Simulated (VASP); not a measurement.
# PtSe2 (Fm-3m) in VASP: settings compared

Aim: see how the results for PtSe2 move with the level of theory and the settings. Levels: PBEsol, r2SCAN+rVV10. Tasks: single point, relaxation of cell and atoms.

Program: VASP 6.6.1. These are calculated values, not measurements. Logs are shortened: lines on timing, memory, paths and dates and some standing lists are left out, and cuts for length are marked.

## 1. The cell of the first run

It takes space group Fm-3m (No. 225, cubic). Conventional cell: a = 6.200 Å, b = 6.200 Å, c = 6.200 Å, α = 90.00°, β = 90.00°, γ = 90.00°. Pt (site symmetry m-3m) has 8 Se at 2.68 Å within 3.5 Å. Within 3.5 Å of Se (site symmetry -43m) lie 4 Pt at 2.68 Å and 6 Se at 3.10 Å.

## 2. Single point, PBEsol

File INCAR:

```
ALGO = Normal ; EDIFF = 1E-7
ENCUT = 520 ; GGA = PS
ISIF = 2 ; ISMEAR = -1
LASPH = T ; LCHARG = T
LELF = T ; LREAL = F
LVHAR = T ; LWAVE = F
NBANDS = 18 ; NELM = 100
PREC = Accurate ; SIGMA = 0.03
```

File KPOINTS:

```
k-points
0
Gamma
  6 6 6
```

File POSCAR:

```
PtSe2
1.0
    0.0000000000      3.1000960154      3.1000960154
    3.1000960154      0.0000000000      3.1000960154
    3.1000960154      3.1000960154      0.0000000000
Pt Se
1 2
Direct
    0.0000000000      0.0000000000      0.0000000000
    0.2500000000      0.2500000000      0.2500000000
    0.7500000000      0.7500000000      0.7500000000
```

Potentials or basis: VASP PAW PBE potentials, release 64 (Pt, Se).

On the command line:

```bash
$ cat potpaw_PBE.64/Pt/POTCAR potpaw_PBE.64/Se/POTCAR > POTCAR
$ mpirun -np 1 vasp_std > vasp.out
```

OUTCAR:

```text
EDIFF = 1E-7
   ENCUT = 520
   GGA = PS
   ISIF = 2
   ISMEAR = -1
   LASPH = T
   LREAL = F
   NELM = 100
   PREC = Accurate

 ion  position               nearest neighbor table
   1  0.000  0.000  0.000-   3 2.68   3 2.68   3 2.68   2 2.68   3 2.68   2 2.68   2 2.68   2 2.68

   2  0.250  0.250  0.250-   1 2.68   1 2.68   1 2.68   1 2.68
   3  0.750  0.750  0.750-   1 2.68   1 2.68   1 2.68   1 2.68

  LATTYP: Found a face centered cubic cell.
 ALAT       =     6.2001920308

  Lattice vectors:

 A1 = (   0.0000000000,   3.1000960154,   3.1000960154)
 A2 = (   3.1000960154,   0.0000000000,   3.1000960154)
 A3 = (   3.1000960154,   3.1000960154,   0.0000000000)

Analysis of symmetry for initial positions (statically):
=====================================================================
 Subroutine PRICEL returns:
 Original cell was already a primitive cell.

 Routine SETGRP: Setting up the symmetry group for a
 face centered cubic supercell.

 Subroutine GETGRP returns: Found 48 space group operations
 (whereof 48 operations were pure point group operations)
 out of a pool of 48 trial point group operations.

The static configuration has the point symmetry O_h .

Analysis of symmetry for dynamics (positions and initial velocities):
=====================================================================
 Subroutine PRICEL returns:
 Original cell was already a primitive cell.

 Routine SETGRP: Setting up the symmetry group for a
 face centered cubic supercell.

 Subroutine GETGRP returns: Found 48 space group operations
 (whereof 48 operations were pure point group operations)
 out of a pool of 48 trial point group operations.

The dynamic configuration has the point symmetry O_h .

 Subroutine INISYM returns: Found 48 space group operations
 (whereof 48 operations are pure point group operations),
 and found     1 'primitive' translations

----------------------------------------------------------------------------------------

                                     Primitive cell

  volume of cell :      59.5875

  direct lattice vectors                    reciprocal lattice vectors
     0.000000000  3.100096015  3.100096015    -0.161285327  0.161285327  0.161285327
     3.100096015  0.000000000  3.100096015     0.161285327 -0.161285327  0.161285327
     3.100096015  3.100096015  0.000000000     0.161285327  0.161285327 -0.161285327

  length of vectors
     4.384197830  4.384197830  4.384197830     0.279354381  0.279354381  0.279354381

  position of ions in fractional coordinates (direct lattice)
     0.000000000  0.000000000  0.000000000
     0.250000000  0.250000000  0.250000000
     0.750000000  0.750000000  0.750000000

  ion indices of the primitive-cell ions
   primitive index   ion index
                 1           1
                 2           2
                 3           3

----------------------------------------------------------------------------------------

 KPOINTS: k-points

Automatic generation of k-mesh.
 Grid dimensions read from file:
 generate k-points for:    6    6    6

 Generating k-lattice:

  Cartesian coordinates                     Fractional coordinates (reciprocal lattice)
    -0.026880888  0.026880888  0.026880888     0.166666667  0.000000000  0.000000000
     0.026880888 -0.026880888  0.026880888     0.000000000  0.166666667  0.000000000
     0.026880888  0.026880888 -0.026880888     0.000000000  0.000000000  0.166666667

  Length of vectors
     0.046559064  0.046559064  0.046559064

  Shift w.r.t. Gamma in fractional coordinates (k-lattice)
     0.000000000  0.000000000  0.000000000

 Subroutine IBZKPT returns following result:
 ===========================================

 Found     16 irreducible k-points:

 Following reciprocal coordinates:
            Coordinates               Weight
  0.000000  0.000000  0.000000      1.000000
  0.166667  0.000000  0.000000      8.000000
  0.333333  0.000000  0.000000      8.000000
  0.500000  0.000000  0.000000      4.000000
  0.166667  0.166667  0.000000      6.000000
  0.333333  0.166667  0.000000     24.000000
[... 8 lines left out ...]
 -0.333333  0.333333  0.166667     24.000000
 -0.333333  0.500000  0.166667     12.000000
   k-points           NKPTS =     16   k-points in BZ     NKDIM =     16   number of bands    NBANDS=     18
   number of dos      NEDOS =    301   number of ions     NIONS =      3
   total plane-waves  NPLWV =  46656
   dimension x,y,z NGX =    36 NGY =   36 NGZ =   36
   dimension x,y,z NGXF=    72 NGYF=   72 NGZF=   72
   ions per type =               1   2
   NGX,Y,Z   is equivalent  to a cutoff of  13.65, 13.65, 13.65 a.u.
   NGXF,Y,Z  is equivalent  to a cutoff of  27.30, 27.30, 27.30 a.u.
 SYSTEM =  unknown system
   PREC   = accura    normal or accurate (medium, high low for compatibility)
   ISTART =      0    job   : 0-new  1-cont  2-samecut
   ICHARG =      2    charge: 1-file 2-atom 10-const
   ISPIN  =      1    spin polarized calculation?
   LNONCOLLINEAR =      F non collinear calculations
   LSORBIT =      F    spin-orbit coupling
   LASPH  =      T    aspherical Exc in radial PAW
   ENCUT  =  520.0 eV  38.22 Ry    6.18 a.u.   8.15  8.15  8.15*2*pi/ulx,y,z
   NELM   =    100;   NELMIN=  2; NELMDL= -5     # of ELM steps
   EDIFF  = 0.1E-06   stopping-criterion for ELM
   LREAL  =      F    real-space projection
   EDIFFG = 0.1E-05   stopping-criterion for IOM
   NSW    =      0    number of steps for IOM
   IBRION =     -1    ionic relax: 0-MD 1-quasi-New 2-CG
   NFREE  =      0    steps in history (QN), initial steepest desc. (CG)
   ISIF   =      2    stress and relaxation
   ISYM   =      2    0-nonsym 1-usesym 2-fastsym
   POTIM  = 0.5000    time-step for ionic-motion
   TEBEG  =    0.0;   TEEND  =   0.0 temperature during run
   PSTRESS=    0.0 pullay stress
   NELECT =      22.0000    total number of electrons
   NUPDOWN=      -1.0000    fix difference up-down
   EMIN   =  10.00;   EMAX   =-10.00  energy-range for DOS
   EFERMI =   0.00;   METHOD = LEGACY
   ISMEAR =    -1;   SIGMA  =   0.03  broadening in eV -4-tet -1-fermi 0-gaus
   EFERMI_NEDOS =   21; number of points for ismear=-14 and -15
   IALGO  =     38    algorithm
   IMIX   =      4    mixing-type and parameters
     AMIX     =   0.40;   BMIX     =  1.00
     AMIX_MAG =   1.60;   BMIX_MAG =  1.00
  volume/ion in A,a.u.               =      19.86       134.04
  Fermi-wavevector in a.u.,A,eV,Ry     =   1.174439  2.219368 18.766621  1.379308
  Thomas-Fermi vector in A             =   2.310836
   LORBIT       =      0    0 simple, 1 ext, 2 COOP (PROOUT), +10 PAW based schemes
   GGA     = PS    functional components
   LHFCALC =     F    Hartree Fock is set to
   AEXX    =    0.0000 exact exchange contribution
   IVDW    =     0    specifies the selected vdW correction
   LEPSILON=     F    determine dielectric tensor
   LRPA    =     F    only Hartree local field effects (RPA)
 non-spin polarized calculation
  energy-cutoff  :      520.00
  volume of cell :       59.59
 maximum number of plane-waves:      1639
 NGX is ok and might be reduce to    36
   NGX = 17   NGY = 17   NGZ = 17

 number of electron      22.0000002 magnetization

 Free energy of the ion-electron system (eV)
  ---------------------------------------------------
  ext. energy  EPLUGINS =         0.00000000
  ---------------------------------------------------
  free energy    TOTEN  =       -14.51013736 eV

  energy without entropy =      -14.49807530  energy(sigma->0) =      -14.50410633

 E-fermi :   7.2378     XC(G=0): -10.9823

 val. band max:        7.2252370338   @ k =   0.1667   0.0000   0.0000
 cond. band min:       7.2618431925   @ k =   0.1667   0.1667   0.0000
 fundamental gap:      0.0366061587
 Fermi energy:         7.2377568582

 k-point     1 :       0.0000    0.0000    0.0000
  band No.  band energies     occupation
      1      -9.2564      2.00000
      2      -5.0486      2.00000
      3       0.0815      2.00000
      4       0.0815      2.00000
      5       0.0815      2.00000
      6       3.0687      2.00000
[... 10 lines left out ...]
     17      10.2406      0.00000
     18      14.2332      0.00000

 k-point     2 :       0.1667    0.0000    0.0000
  band No.  band energies     occupation
      1      -9.0124      2.00000
      2      -5.4969      2.00000
      3       0.2426      2.00000
      4       0.2426      2.00000
      5       0.8029      2.00000
      6       2.9005      2.00000
[... 10 lines left out ...]
     17      11.7069      0.00000
     18      15.4623      0.00000

 k-point     3 :       0.3333    0.0000    0.0000
  band No.  band energies     occupation
      1      -8.3458      2.00000
      2      -6.3952      2.00000
      3       0.6026      2.00000
      4       0.6026      2.00000
      5       2.1018      2.00000
      6       2.2992      2.00000
[... 10 lines left out ...]
     17      13.7895      0.00000
     18      17.0078      0.00000

 k-point     4 :       0.5000    0.0000    0.0000
  band No.  band energies     occupation
      1      -7.5880      2.00000
      2      -7.2099      2.00000
      3       0.7949      2.00000
      4       0.7949      2.00000
      5       1.3404      2.00000
      6       3.2120      2.00000
[... 207 lines left out ...]
      4       0.2408      2.00000
      5       1.1018      2.00000
      6       2.2966      2.00000
[... 10 lines left out ...]
     17      15.0315      0.00000
     18      15.7947      0.00000

 k-point    15 :      -0.3333    0.3333    0.1667
  band No.  band energies     occupation
      1      -7.2774      2.00000
      2      -7.1720      2.00000
      3      -0.4625      2.00000
      4       0.0930      2.00000
      5       1.4847      2.00000
      6       2.1335      2.00000
[... 10 lines left out ...]
     17      15.4793      0.00000
     18      16.0925      0.00000

 k-point    16 :      -0.3333    0.5000    0.1667
  band No.  band energies     occupation
      1      -7.3744      2.00000
      2      -6.9213      2.00000
      3      -1.1001      2.00000
      4       0.2631      2.00000
      5       1.6166      2.00000
      6       2.1720      2.00000
[... 10 lines left out ...]
     17      15.6047      0.00000
     18      16.6185      0.00000

------------------------ aborting loop because EDIFF is reached ----------------------------------------

  FORCE on cell =-STRESS in cart. coord.  units (eV):
  Direction    XX          YY          ZZ          XY          YZ          ZX
  --------------------------------------------------------------------------------------
  -------------------------------------------------------------------------------------
  Total        0.0092144      0.0092144      0.0092144      0.0000000      0.0000000     -0.0000000
  in kB        0.2477557      0.2477557      0.2477557      0.0000000      0.0000000     -0.0000000
  external PRESSURE =       0.2477557 kB  Pullay stress =       0.0000000 kB

 VOLUME and BASIS-vectors are now :
 -----------------------------------------------------------------------------
  energy-cutoff  :      520.00
  volume of cell :       59.59
      direct lattice vectors                 reciprocal lattice vectors
     0.000000000  3.100096015  3.100096015    -0.161285327  0.161285327  0.161285327
     3.100096015  0.000000000  3.100096015     0.161285327 -0.161285327  0.161285327
     3.100096015  3.100096015  0.000000000     0.161285327  0.161285327 -0.161285327

 POSITION                                       TOTAL-FORCE (eV/Angst)
 -----------------------------------------------------------------------------------
      0.00000      0.00000      0.00000        -0.000000      0.000000     -0.000000
      1.55005      1.55005      1.55005        -0.000000     -0.000000     -0.000000
      4.65014      4.65014      4.65014         0.000000      0.000000      0.000000
 -----------------------------------------------------------------------------------
    total drift:                               -0.000000      0.000000      0.000000

  FREE ENERGIE OF THE ION-ELECTRON SYSTEM (eV)
  ---------------------------------------------------
  free  energy   TOTEN  =       -14.5101373588 eV

  energy  without entropy=      -14.4980753023  energy(sigma->0) =      -14.50410633
```

Run time: 20 s. Hardware: 1 thread of Intel Xeon 8259CL, shared host; peak memory 0.2 GiB.

What came out:

| Quantity | Value |
| --- | --- |
| Free energy | -14.5101 eV |
| Pressure | 0.0 GPa |
| Band gap on the k mesh | zero (bands 11 and 12 overlap by 0.51 eV) |

Caveat: the PAW data sets were made with another functional, which shifts forces and pressure a little; spin-orbit coupling is left out, which moves the levels of the heavy elements.

## 3. Single point, r2SCAN+rVV10

This run uses another cell than the first one, of 20.22 Å³/atom.

File POSCAR:

```
PtSe2
1.0
    0.0000000000      3.1184896075      3.1184896075
    3.1184896075      0.0000000000      3.1184896075
    3.1184896075      3.1184896075      0.0000000000
Pt Se
1 2
Direct
    0.0000000000      0.0000000000      0.0000000000
    0.2500000000      0.2500000000      0.2500000000
    0.7500000000      0.7500000000      0.7500000000
```

File INCAR.step1:

```
PREC = Accurate ; ENCUT = 520
ISMEAR = -1 ; SIGMA = 0.03
LREAL = False ; LASPH = True
NELM = 60 ; NBANDS = 18
GGA = PE ; ALGO = Normal
EDIFF = 1E-4 ; LWAVE = True
LCHARG = False
```

File INCAR.step2:

```
PREC = Accurate ; ENCUT = 520
EDIFF = 1E-7 ; ISMEAR = -1
SIGMA = 0.03 ; LREAL = False
LASPH = True ; NELM = 60
ALGO = Normal ; ISIF = 2
LWAVE = False ; LCHARG = False
METAGGA = R2SCAN ; LMIXTAU = True
LUSE_VDW = True ; IVDW_NL = 2
BPARAM = 11.95 ; CPARAM = 0.0093
NBANDS = 18 ; ISTART = 1
```

File KPOINTS:

```
Automatic mesh
0
Gamma
  6 6 6
```

Potentials or basis: VASP PAW PBE potentials, release 64 (Pt, Se).

On the command line:

```bash
$ cat potpaw_PBE.64/Pt/POTCAR potpaw_PBE.64/Se/POTCAR > POTCAR
$ cp INCAR.step1 INCAR
$ mpirun -np 1 vasp_std > vasp.out
$ cp INCAR.step2 INCAR
$ mpirun -np 1 vasp_std > vasp.out
```

Wall time 3.2 min (1 thread of Intel Xeon 8259CL, shared host); peak memory 0.39 GiB.

The run converged. Its results:

```
Free energy            : -79.2099 eV
Pressure               : 0.4 GPa
Band gap on the k mesh : zero (bands 11 and 12 overlap by 0.43 eV)
```

Levels at points of the mesh, in eV from the Fermi level:
| k point | band 7 | band 8 | band 9 | band 10 | band 11 | band 12 | band 13 | band 14 | band 15 | band 16 |
| --- | --- | --- | --- | --- | --- | --- | --- | --- | --- | --- |
| (0.00, 0.00, 0.00) | -4.24 | -1.48 | -1.48 | -1.48 | 0.05 | 0.05 | 0.05 | 2.03 | 3.42 | 3.42 |
| (0.50, 0.00, 0.00) | -4.09 | -4.04 | -4.04 | -3.95 | -2.62 | 0.17 | 0.17 | 4.70 | 6.36 | 7.52 |
| (0.50, 0.50, 0.00) | -5.01 | -4.14 | -3.89 | -2.82 | 0.43 | 1.34 | 1.34 | 1.82 | 6.92 | 7.47 |

Caveat: the PAW data sets were made with another functional, which shifts forces and pressure a little; spin-orbit coupling is left out, which moves the levels of the heavy elements.

(Part 1 of 2 ends here.)
